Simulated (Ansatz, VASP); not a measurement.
# NaH in VASP and in Ansatz

```
Na H
1.0
     0.01584    2.59692    2.59692
     2.59692    0.01584    2.59692
     2.61276    2.61276    0.00000
Na H
1 1
Direct
  0.00118 0.00118 0.99882
  0.24882 0.24882 0.25118
```

Change from the starting cell: shear_xy strain +1.2%.

Alike in both runs: task single point; functional HSE06; k mesh 6 × 6 × 6; no spin polarisation.

```csv
,VASP,Ansatz
version,VASP 6.6.1,Ansatz 0.2.0
potentials or method,"VASP PAW PBE potentials, release 64 (Na_pv, H)","plane waves, PAW"
plane-wave cutoff (eV),520,420
occupations,"gaussian, width 0.01 eV",fixed
valence electrons in the cell,8,10
```

```csv
,VASP,Ansatz,Ansatz less VASP
gap on the k mesh at the Fermi level (eV),4.60,4.61,+0.005
pressure (GPa),0.1,0.1,-0.01
"traceless stress, the component that is largest in VASP (GPa)",-0.17,-0.17,+0.001
```

VASP's potentials hold 8 valence electrons a cell and Ansatz's 10, so a difference there can come from the potentials and not from the codes. Ansatz's warnings: stress exchange threshold loose, stress scf threshold loose.
